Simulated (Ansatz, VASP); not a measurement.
## One calculation of SrO, two programs

```
CELL_PARAMETERS angstrom
0.00000 2.63092 2.63092
2.63092 0.00000 2.63092
2.63092 2.63092 0.00000
ATOMIC_POSITIONS crystal
Sr 0.50000 0.50000 0.50000
O 0.00000 0.00000 0.00000
```

Alike in both runs: task single point; functional r2SCAN; k mesh 8 × 8 × 8; occupations gaussian, width 0.02 eV; no spin polarisation.

```csv
,VASP,Ansatz
version,VASP 6.6.1,Ansatz 0.2.0
potentials or method,"VASP PAW PBE potentials, release 64 (Sr_sv, O), cutoff 520 eV","scalar-relativistic, plane waves, PAW"
valence electrons in the cell,16,16
```

```tsv
	VASP	Ansatz	Ansatz less VASP
gap on the k mesh at the Fermi level (eV)	3.77	3.81	+0.046
least direct gap on the mesh (eV)	3.89	3.93	+0.036
pressure (GPa)	-4.4	-4.8	-0.40
```

VASP's potentials were made for PBE, not for r2SCAN.
